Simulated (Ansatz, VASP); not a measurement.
## NaF: VASP beside Ansatz

```
Na F
1.0
     6.30944    0.00000    0.00000
     0.00000    6.30944    0.00000
     0.00000    0.00000    6.30944
Na F
6 6
Direct
  0.75000 0.50000 0.00000
  0.50000 0.00000 0.75000
  0.00000 0.75000 0.50000
  0.00000 0.25000 0.50000
  0.25000 0.50000 0.00000
  0.50000 0.00000 0.25000
  0.50000 0.75000 0.00000
  0.75000 0.00000 0.50000
  0.00000 0.50000 0.75000
  0.25000 0.00000 0.50000
  0.00000 0.50000 0.25000
  0.50000 0.25000 0.00000
```

Alike in both runs: task single point; functional PBE; k mesh 4 × 4 × 4; occupations gaussian, width 0.1 eV; no spin polarisation.

|  | VASP | Ansatz |
| --- | --- | --- |
| version | VASP 6.6.1 | Ansatz 0.2.0 |
| potentials or method | VASP PAW PBE potentials, release 64 (Na_pv, F), cutoff 520 eV | scalar-relativistic, plane waves, PAW |
| valence electrons in the cell | 84 | 96 |

|  | VASP | Ansatz | Ansatz less VASP |
| --- | --- | --- | --- |
| gap on the k mesh at the Fermi level (eV) | 5.14 | 5.15 | +0.015 |
| least direct gap on the mesh (eV) | 5.14 | 5.15 | +0.015 |
| pressure (GPa) | 0.0 | 0.0 | +0.05 |

VASP's potentials hold 84 valence electrons a cell and Ansatz's 96, so a difference there can come from the potentials and not from the codes.
